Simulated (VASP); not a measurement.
Input of a VASP 6.6.1 run:

The input POSCAR:

```
Al
1.0
    4.5467300000      0.0000000000      0.0000000000
   -2.2733700000      3.9375800000      0.0000000000
    0.0000000000      0.0000000000      2.7539300000
Al
2
Direct
    0.3333300000      0.6666700000      0.5000000000
    0.6666700000      0.3333300000      0.5000000000
```

File INCAR.step1:

```
SYSTEM = Al
ALGO = Normal
EDIFF = 1E-5
ENCUT = 520
GGA = PE
ISIF = 2
ISMEAR = -1
LASPH = .TRUE.
LREAL = .FALSE.
LWAVE = .TRUE.
NBANDS = 10
NELM = 80
PREC = Accurate
SIGMA = 0.05
```

The input INCAR.step2:

```
SYSTEM = Al
AEXX = 0.25
ALGO = Normal
EDIFF = 1E-6
ENCUT = 520
ISIF = 2
ISMEAR = -1
ISTART = 1
LASPH = .TRUE.
LCHARG = .TRUE.
LELF = .TRUE.
LHFCALC = .TRUE.
LMIXTAU = .TRUE.
LREAL = .FALSE.
LVHAR = .TRUE.
LWAVE = .FALSE.
METAGGA = R2SCAN
NBANDS = 10
NELM = 80
PREC = Accurate
PRECFOCK = Normal
SIGMA = 0.05
```

File KPOINTS:

```
k-points
0
G
  4 4 5
  0 0 0
```

Potentials or basis: VASP PAW PBE potentials, release 64 (Al).

Run with:

```bash
$ cat potpaw_PBE.64/Al/POTCAR > POTCAR
$ cp INCAR.step1 INCAR
$ mpirun -np 1 vasp_std > vasp.out
$ cp INCAR.step2 INCAR
$ mpirun -np 1 vasp_std > vasp.out
```

(1) Predict the pressure.

(2) Estimate the band gap on the k mesh.

## Answers

(1) -0.4 GPa.

(2) zero (bands 3 and 4 overlap by 2.88 eV).

Caveat: the k points lie up to 0.46 Å⁻¹ apart, too coarse for converged energies and pressures of a metal; the PAW data sets were made with another functional, which shifts forces and pressure a little.
